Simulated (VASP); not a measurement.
# Sr7O8 (a cell with a defect) in VASP: relaxation of the atoms with PBE

Aim: the relaxation of the atoms of Sr7O8 (a cell with a defect) with PBE.

Everything below comes from runs of VASP 6.6.1. Logs are shortened: lines on timing, memory, paths and dates and some standing lists are left out, and cuts for length are marked.

### Step 1. The cell of the first run

The cell holds a defect, 15 atoms: a = 7.347 Å, b = 7.347 Å, c = 7.347 Å, α = 60.00°, β = 60.00°, γ = 60.00°.

### Step 2. Relaxation of the atoms, PBE (atoms taken out)

File INCAR:

```
SYSTEM = Sr7O8
ALGO = Fast ; EDIFF = 1E-7
EDIFFG = -0.02 ; ENCUT = 520
GGA = PE ; IBRION = 2
ISIF = 2 ; ISMEAR = 0
LASPH = .TRUE. ; LCHARG = .FALSE.
LREAL = Auto ; LWAVE = .FALSE.
NELM = 60 ; NSW = 70
PREC = Accurate ; SIGMA = 0.05
```

File KPOINTS:

```
k-points
0
G
  4 4 4
  0 0 0
```

File POSCAR:

```
Sr7O8
1.0
    0.0000000000      5.1947835166     -5.1947835166
    5.1947835166      5.1947835166      0.0000000000
    5.1947835166      0.0000000000     -5.1947835166
Sr O
7 8
Direct
    0.0000000000      0.5000000000      0.5000000000
    0.5000000000      0.0000000000      0.5000000000
    0.5000000000      0.5000000000      0.5000000000
    0.0000000000      0.0000000000      1.0000000000
    0.0000000000      0.5000000000      1.0000000000
    0.5000000000      0.0000000000      1.0000000000
    0.5000000000      0.5000000000      1.0000000000
    0.2500000000      0.7500000000      0.2500000000
    0.2500000000      0.2500000000      0.2500000000
    0.7500000000      0.7500000000      0.2500000000
    0.7500000000      0.2500000000      0.2500000000
    0.2500000000      0.7500000000      0.7500000000
    0.2500000000      0.2500000000      0.7500000000
    0.7500000000      0.7500000000      0.7500000000
    0.7500000000      0.2500000000      0.7500000000
```

Potentials or basis: VASP PAW PBE potentials, release 64 (Sr_sv, O).

Launch:

```console
$ cat potpaw_PBE.64/Sr_sv/POTCAR potpaw_PBE.64/O/POTCAR > POTCAR
$ mpirun -np 1 vasp_std > vasp.out
```

OUTCAR:

```text
SYSTEM = Sr7O8
   EDIFF = 1E-7
   EDIFFG = -0.02
   ENCUT = 520
   GGA = PE
   IBRION = 2
   ISIF = 2
   ISMEAR = 0
   LASPH = .TRUE.
   LREAL = Auto
   NELM = 60
   NSW = 70
   PREC = Accurate

 ion  position               nearest neighbor table
   1  0.000  0.500  0.500-   8 2.60   9 2.60  10 2.60  13 2.60  14 2.60  15 2.60   3 3.67   5 3.67
                             4 3.67   5 3.67   7 3.67   2 3.67   4 3.67   2 3.67   3 3.67   7 3.67
   2  0.500  0.000  0.500-   9 2.60  10 2.60  11 2.60  12 2.60  13 2.60  14 2.60   3 3.67   6 3.67
                             4 3.67   6 3.67   7 3.67   1 3.67   3 3.67   7 3.67   1 3.67   4 3.67
   3  0.500  0.500  0.500-   8 2.60  10 2.60  11 2.60  12 2.60  13 2.60  15 2.60   1 3.67   2 3.67
                             7 3.67   5 3.67   6 3.67   7 3.67   2 3.67   6 3.67   1 3.67   5 3.67
   4  0.000  0.000  0.000-   8 2.60  10 2.60  11 2.60  12 2.60  13 2.60  15 2.60   5 3.67   6 3.67
                             1 3.67   2 3.67   1 3.67   5 3.67   7 3.67   2 3.67   6 3.67   7 3.67
   5  0.000  0.500  0.000-   9 2.60  10 2.60  11 2.60  12 2.60  13 2.60  14 2.60   1 3.67   4 3.67
                             7 3.67   1 3.67   3 3.67   4 3.67   6 3.67   3 3.67   6 3.67   7 3.67
   6  0.500  0.000  0.000-   8 2.60   9 2.60  10 2.60  13 2.60  14 2.60  15 2.60   2 3.67   4 3.67
                             7 3.67   2 3.67   3 3.67   3 3.67   5 3.67   7 3.67   4 3.67   5 3.67
   7  0.500  0.500  0.000-   8 2.60   9 2.60  11 2.60  12 2.60  14 2.60  15 2.60   3 3.67   5 3.67
                             6 3.67   1 3.67   2 3.67   3 3.67   2 3.67   4 3.67   6 3.67   1 3.67
   8  0.250  0.750  0.250-   1 2.60   3 2.60   4 2.60   6 2.60   7 2.60
   9  0.250  0.250  0.250-   1 2.60   2 2.60   5 2.60   6 2.60   7 2.60
  10  0.750  0.750  0.250-   1 2.60   2 2.60   3 2.60   4 2.60   5 2.60   6 2.60
  11  0.750  0.250  0.250-   2 2.60   3 2.60   4 2.60   5 2.60   7 2.60
  12  0.250  0.750  0.750-   2 2.60   3 2.60   4 2.60   5 2.60   7 2.60
  13  0.250  0.250  0.750-   1 2.60   2 2.60   3 2.60   4 2.60   5 2.60   6 2.60
  14  0.750  0.750  0.750-   1 2.60   2 2.60   5 2.60   6 2.60   7 2.60
  15  0.750  0.250  0.750-   1 2.60   3 2.60   4 2.60   6 2.60   7 2.60

  LATTYP: Found a face centered cubic cell.
 ALAT       =    10.3895670332

  Lattice vectors:

 A1 = (   0.0000000000,   5.1947835166,  -5.1947835166)
 A2 = (   5.1947835166,   5.1947835166,   0.0000000000)
 A3 = (   5.1947835166,   0.0000000000,  -5.1947835166)

Analysis of symmetry for initial positions (statically):
=====================================================================
 Subroutine PRICEL returns:
 Original cell was already a primitive cell.

 Routine SETGRP: Setting up the symmetry group for a
 face centered cubic supercell.

 Subroutine GETGRP returns: Found 48 space group operations
 (whereof  8 operations were pure point group operations)
 out of a pool of 48 trial point group operations.

The static configuration has the point symmetry D_2h.
 The point group associated with its full space group is O_h .

Analysis of symmetry for dynamics (positions and initial velocities):
=====================================================================
 Subroutine PRICEL returns:
 Original cell was already a primitive cell.

 Routine SETGRP: Setting up the symmetry group for a
 face centered cubic supercell.

 Subroutine GETGRP returns: Found 48 space group operations
 (whereof  8 operations were pure point group operations)
 out of a pool of 48 trial point group operations.

The dynamic configuration has the point symmetry D_2h.
 The point group associated with its full space group is O_h .

 Subroutine INISYM returns: Found 48 space group operations
 (whereof  8 operations are pure point group operations),
 and found     1 'primitive' translations

----------------------------------------------------------------------------------------

                                     Primitive cell

  volume of cell :     280.3705

  direct lattice vectors                    reciprocal lattice vectors
     0.000000000  5.194783517 -5.194783517    -0.096250402  0.096250402 -0.096250402
     5.194783517  5.194783517  0.000000000     0.096250402  0.096250402  0.096250402
     5.194783517  0.000000000 -5.194783517     0.096250402 -0.096250402 -0.096250402

  length of vectors
     7.346533303  7.346533303  7.346533303     0.166710586  0.166710586  0.166710586

  position of ions in fractional coordinates (direct lattice)
     0.000000000  0.500000000  0.500000000
     0.500000000  0.000000000  0.500000000
     0.500000000  0.500000000  0.500000000
     0.000000000  0.000000000  0.000000000
     0.000000000  0.500000000  0.000000000
     0.500000000  0.000000000  0.000000000
     0.500000000  0.500000000  0.000000000
     0.250000000  0.750000000  0.250000000
     0.250000000  0.250000000  0.250000000
     0.750000000  0.750000000  0.250000000
     0.750000000  0.250000000  0.250000000
     0.250000000  0.750000000  0.750000000
     0.250000000  0.250000000  0.750000000
     0.750000000  0.750000000  0.750000000
     0.750000000  0.250000000  0.750000000

  ion indices of the primitive-cell ions
   primitive index   ion index
                 1           1
                 2           2
                 3           3
                 4           4
                 5           5
                 6           6
                 7           7
                 8           8
                 9           9
                10          10
                11          11
                12          12
                13          13
                14          14
                15          15

----------------------------------------------------------------------------------------

 KPOINTS: k-points

Automatic generation of k-mesh.
 Grid dimensions read from file:
 generate k-points for:    4    4    4

 Generating k-lattice:

  Cartesian coordinates                     Fractional coordinates (reciprocal lattice)
    -0.024062600  0.024062600 -0.024062600     0.250000000  0.000000000  0.000000000
     0.024062600  0.024062600  0.024062600     0.000000000  0.250000000  0.000000000
     0.024062600 -0.024062600 -0.024062600     0.000000000  0.000000000  0.250000000

  Length of vectors
     0.041677646  0.041677646  0.041677646

  Shift w.r.t. Gamma in fractional coordinates (k-lattice)
     0.000000000  0.000000000  0.000000000

 Subroutine IBZKPT returns following result:
 ===========================================

 Found      8 irreducible k-points:

 Following reciprocal coordinates:
            Coordinates               Weight
  0.000000  0.000000  0.000000      1.000000
  0.250000  0.000000  0.000000      8.000000
  0.500000  0.000000  0.000000      4.000000
  0.250000  0.250000  0.000000      6.000000
  0.500000  0.250000  0.000000     24.000000
 -0.250000  0.250000  0.000000     12.000000
  0.500000  0.500000  0.000000      3.000000
 -0.250000  0.500000  0.250000      6.000000
   k-points           NKPTS =      8   k-points in BZ     NKDIM =      8   number of bands    NBANDS=     70
   number of dos      NEDOS =    301   number of ions     NIONS =     15
   total plane-waves  NPLWV = 175616
   dimension x,y,z NGX =    56 NGY =   56 NGZ =   56
   dimension x,y,z NGXF=   112 NGYF=  112 NGZF=  112
   ions per type =               7   8
   NGX,Y,Z   is equivalent  to a cutoff of  12.67, 12.67, 12.67 a.u.
   NGXF,Y,Z  is equivalent  to a cutoff of  25.34, 25.34, 25.34 a.u.
 SYSTEM =  Sr7O8
   PREC   = accura    normal or accurate (medium, high low for compatibility)
   ISTART =      0    job   : 0-new  1-cont  2-samecut
   ICHARG =      2    charge: 1-file 2-atom 10-const
   ISPIN  =      1    spin polarized calculation?
   LNONCOLLINEAR =      F non collinear calculations
   LSORBIT =      F    spin-orbit coupling
   LASPH  =      T    aspherical Exc in radial PAW
   ENCUT  =  520.0 eV  38.22 Ry    6.18 a.u.  13.66 13.66 13.66*2*pi/ulx,y,z
   NELM   =     60;   NELMIN=  2; NELMDL= -5     # of ELM steps
   EDIFF  = 0.1E-06   stopping-criterion for ELM
   LREAL  =      T    real-space projection
   EDIFFG = -.2E-01   stopping-criterion for IOM
   NSW    =     70    number of steps for IOM
   IBRION =      2    ionic relax: 0-MD 1-quasi-New 2-CG
   NFREE  =      1    steps in history (QN), initial steepest desc. (CG)
   ISIF   =      2    stress and relaxation
   ISYM   =      2    0-nonsym 1-usesym 2-fastsym
   POTIM  = 0.5000    time-step for ionic-motion
   TEBEG  =    0.0;   TEEND  =   0.0 temperature during run
   PSTRESS=    0.0 pullay stress
   NELECT =     118.0000    total number of electrons
   NUPDOWN=      -1.0000    fix difference up-down
   EMIN   =  10.00;   EMAX   =-10.00  energy-range for DOS
   EFERMI =   0.00;   METHOD = LEGACY
   ISMEAR =     0;   SIGMA  =   0.05  broadening in eV -4-tet -1-fermi 0-gaus
   EFERMI_NEDOS =   21; number of points for ismear=-14 and -15
   IALGO  =     68    algorithm
   IMIX   =      4    mixing-type and parameters
     AMIX     =   0.40;   BMIX     =  1.00
     AMIX_MAG =   1.60;   BMIX_MAG =  1.00
  volume/ion in A,a.u.               =      18.69       126.14
  Fermi-wavevector in a.u.,A,eV,Ry     =   1.226850  2.318410 20.478949  1.505160
  Thomas-Fermi vector in A             =   2.361835
   LORBIT       =      0    0 simple, 1 ext, 2 COOP (PROOUT), +10 PAW based schemes
   GGA     = PE    functional components
   LHFCALC =     F    Hartree Fock is set to
   AEXX    =    0.0000 exact exchange contribution
   IVDW    =     0    specifies the selected vdW correction
   LEPSILON=     F    determine dielectric tensor
   LRPA    =     F    only Hartree local field effects (RPA)
 conjugate gradient relaxation of ions
 non-spin polarized calculation
 RMM-DIIS sequential band-by-band and
 Gauss-broadening in eV      SIGMA  =   0.05
  energy-cutoff  :      520.00
  volume of cell :      280.37
 maximum number of plane-waves:      7631
 NGX is ok and might be reduce to    56
   NGX = 27   NGY = 27   NGZ = 27

--------------------------------------- Ionic step        1  -------------------------------------------

 number of electron     117.9999999 magnetization

 Free energy of the ion-electron system (eV)
  ---------------------------------------------------
  ext. energy  EPLUGINS =         0.00000000
  ---------------------------------------------------
  free energy    TOTEN  =       -86.49771335 eV

  energy without entropy =      -86.46343923  energy(sigma->0) =      -86.48057629

------------------------ aborting loop because EDIFF is reached ----------------------------------------

  FORCE on cell =-STRESS in cart. coord.  units (eV):
  Direction    XX          YY          ZZ          XY          YZ          ZX
  --------------------------------------------------------------------------------------
  -------------------------------------------------------------------------------------
  Total       -1.7955075     -1.7955075     -1.7955075     -0.0000000      0.0000000     -0.0000000
  in kB      -10.2604273    -10.2604273    -10.2604273     -0.0000000      0.0000000     -0.0000000
  external PRESSURE =     -10.2604273 kB  Pullay stress =       0.0000000 kB
[... 83 lines left out ...]
  energy  without entropy=      -86.8421886319  energy(sigma->0) =      -86.85824324

--------------------------------------- Ionic step        3  -------------------------------------------

 number of electron     118.0000001 magnetization

 Free energy of the ion-electron system (eV)
  ---------------------------------------------------
  ext. energy  EPLUGINS =         0.00000000
  ---------------------------------------------------
  free energy    TOTEN  =       -87.15767134 eV

  energy without entropy =      -87.12912104  energy(sigma->0) =      -87.14339619

 E-fermi :   0.5225     XC(G=0):  -9.3131

 val. band max:        0.5129545024   @ k =   0.0000   0.0000   0.0000
 cond. band min:       0.5259848396   @ k =   0.5000   0.2500   0.0000
 fundamental gap:      0.0130303372
 Fermi energy:         0.5224956374

 k-point     1 :       0.0000    0.0000    0.0000
  band No.  band energies     occupation
      1     -31.8020      2.00000
      2     -31.7186      2.00000
      3     -31.7186      2.00000
      4     -31.7186      2.00000
      5     -31.6840      2.00000
      6     -31.6840      2.00000
[... 615 lines left out ...]
  FREE ENERGIE OF THE ION-ELECTRON SYSTEM (eV)
  ---------------------------------------------------
  free  energy   TOTEN  =       -87.1576713382 eV

  energy  without entropy=      -87.1291210354  energy(sigma->0) =      -87.14339619

 reached required accuracy - stopping structural energy minimisation
```

Run time: 44 min. Hardware: 1 thread of Oxide Virtual Turin-like, shared host; peak memory 0.46 GiB.

Results:

```
Free energy                  : -87.1577 eV
Energy gained by relaxing    : 44.0 meV/atom
Ionic steps                  : 3
Pressure after relaxing      : 0.4 GPa
Largest force after relaxing : 0.018 eV/Å
Band gap on the k mesh       : zero (bands 59 and 60 overlap by 0.14 eV)
```

Forces in eV/Å, atoms in the order of the input:
```
Sr   0.000  0.000  0.000
Sr   0.000  0.000  0.000
Sr   0.000  0.000  0.000
Sr   0.000  0.000  0.000
Sr   0.000  0.000  0.000
Sr   0.000  0.000  0.000
Sr   0.000  0.000  0.000
O   -0.018  0.000  0.000
O    0.000  0.018  0.000
O    0.000  0.000  0.000
O    0.000  0.000  0.018
O    0.000  0.000 -0.018
O    0.000  0.000  0.000
O    0.000 -0.018  0.000
O    0.018  0.000  0.000
```

Step by step:
```tsv
step	energy change (eV)	largest force (eV/Å)	pressure (GPa)
1	0.0000	1.2413	-1.03
2	-0.3766	0.8449	-0.57
3	-0.6600	0.0175	0.35
```

Final structure:
```yaml
crystal:
  lattice:
    - [0.00000, 5.19478, -5.19478]
    - [5.19478, 5.19478, 0.00000]
    - [5.19478, 0.00000, -5.19478]
  atoms:
    - { symbol: Sr, position: [0.00000, 0.50000, 0.50000] }
    - { symbol: Sr, position: [0.50000, 0.00000, 0.50000] }
    - { symbol: Sr, position: [0.50000, 0.50000, 0.50000] }
    - { symbol: Sr, position: [0.00000, 0.00000, 0.00000] }
    - { symbol: Sr, position: [0.00000, 0.50000, 0.00000] }
    - { symbol: Sr, position: [0.50000, 0.00000, 0.00000] }
    - { symbol: Sr, position: [0.50000, 0.50000, 0.00000] }
    - { symbol: O, position: [0.26590, 0.73410, 0.23410] }
    - { symbol: O, position: [0.26590, 0.26590, 0.23410] }
    - { symbol: O, position: [0.75000, 0.75000, 0.25000] }
    - { symbol: O, position: [0.73410, 0.26590, 0.23410] }
    - { symbol: O, position: [0.26590, 0.73410, 0.76590] }
    - { symbol: O, position: [0.25000, 0.25000, 0.75000] }
    - { symbol: O, position: [0.73410, 0.73410, 0.76590] }
    - { symbol: O, position: [0.73410, 0.26590, 0.76590] }
```

Caveat: the cell differs from its parent crystal (atoms taken out).
